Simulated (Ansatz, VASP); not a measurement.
Two plane-wave programs on MgSi2N2

```xyz
5
Lattice="2.9476 1.7018 3.4428 -2.9476 1.7018 3.4428 0.0000 -3.4035 3.4428" Properties=species:S:1:pos:R:3 pbc="T T T"
Mg    0.0000    0.0000    0.0000
Si    0.0000    0.0000    6.7784
Si    0.0000    0.0000    3.5499
N     0.0000    0.0000    1.9563
N     0.0000    0.0000    8.3720
```

Alike in both runs: task relaxation of cell and atoms; functional PBE; k mesh 6 × 6 × 6; occupations gaussian, width 0.02 eV; no spin polarisation.

|  | VASP | Ansatz |
| --- | --- | --- |
| version | VASP 6.6.1 | Ansatz 0.2.0 |
| potentials or method | VASP PAW PBE potentials, release 64 (Mg, Si, N), cutoff 600 eV | scalar-relativistic, plane waves, PAW |
| valence electrons in the cell | 20 | 28 |

Ansatz gave:

```
gap on the k mesh at the Fermi level, each at its own relaxed structure (eV) : 1.82
relaxed volume (Å³/atom)                                                     : 22.23
relaxed length of the cell vector where the two differ most in proportion (Å)              : 4.939
```

Task: Estimate VASP's values.

Result: gap on the k mesh at the Fermi level, each at its own relaxed structure (eV): 1.80; relaxed volume (Å³/atom): 21.84; relaxed length of the cell vector where the two differ most in proportion (Å): 4.914.

VASP's potentials hold 20 valence electrons a cell and Ansatz's 28, so a difference there can come from the potentials and not from the codes.
